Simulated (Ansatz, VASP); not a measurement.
**One calculation of NaCl, two programs**

Contents of INCAR:

```
PREC = Accurate
ENCUT = 400
EDIFF = 1E-8
ISMEAR = -1
SIGMA = 0.02
LREAL = False
LASPH = True
NELM = 120
ALGO = Normal
ISIF = 2
LWAVE = False
LCHARG = False
GGA = PE
LEFG = True
NBANDS = 14
GGA_COMPAT = False
```

Contents of KPOINTS:

```
regular mesh
0
Gamma
  8 8 8
```

File POSCAR:

```
NaCl
1.0
    2.8213466130      0.0000000000      0.0000000000
    0.0000000000      2.8213466130      0.0000000000
    0.0000000000      0.0000000000      2.8213466130
Na Cl
1 1
Direct
    0.0000000000      0.0000000000      0.0000000000
    0.5000000000      0.5000000000      0.5000000000
```

Input for Ansatz:

```yaml
crystal:
  lattice:
    - [2.821346613, 0.0, 0.0]
    - [0.0, 2.821346613, 0.0]
    - [0.0, 0.0, 2.821346613]
  atoms:
    - { symbol: Na, position: [0.0, 0.0, 0.0] }
    - { symbol: Cl, position: [0.5, 0.5, 0.5] }
kpoints:
  mp_grid: { grid: [8, 8, 8] }
scf:
  occupations: { method: fermi_dirac, width: 0.02 }
hamiltonian:
  xc: pbe
  pseudopotentials: { kind: paw }
output:
  forces: true
  stress: true
  eigenvalues: true
  efg: { contact_densities: true }
```

Change from the starting cell: volume scaled by 0.96, PAW files.

Alike in both runs: task electric field gradients; functional PBE; k mesh 8 × 8 × 8; occupations fermi-dirac, width 0.02 eV; no spin polarisation.

```csv
,VASP,Ansatz
version,VASP 6.6.1,Ansatz 0.2.0
potentials or method,"VASP PAW PBE potentials, release 64 (Na_pv, Cl)","PAW with Ansatz's default frozen-core files, scalar-relativistic"
plane-wave cutoff (eV),400,420
valence electrons in the cell,14,16
```

Ansatz gave:

- gap on the k mesh at the Fermi level (eV): 4.20
- pressure (GPa): 76.0

Question: Which values does VASP return?

Answer: gap on the k mesh at the Fermi level (eV): 4.25; pressure (GPa): 76.0.

Both programs put the cell under a high pressure, so it lies far from rest at this level. With one functional, cell and mesh, what is left measures potentials, basis and numerics. VASP's potentials hold 14 valence electrons a cell and Ansatz's 16, so a difference there can come from the potentials and not from the codes.

Noted on VASP's run: the cell as given lies far from equilibrium.
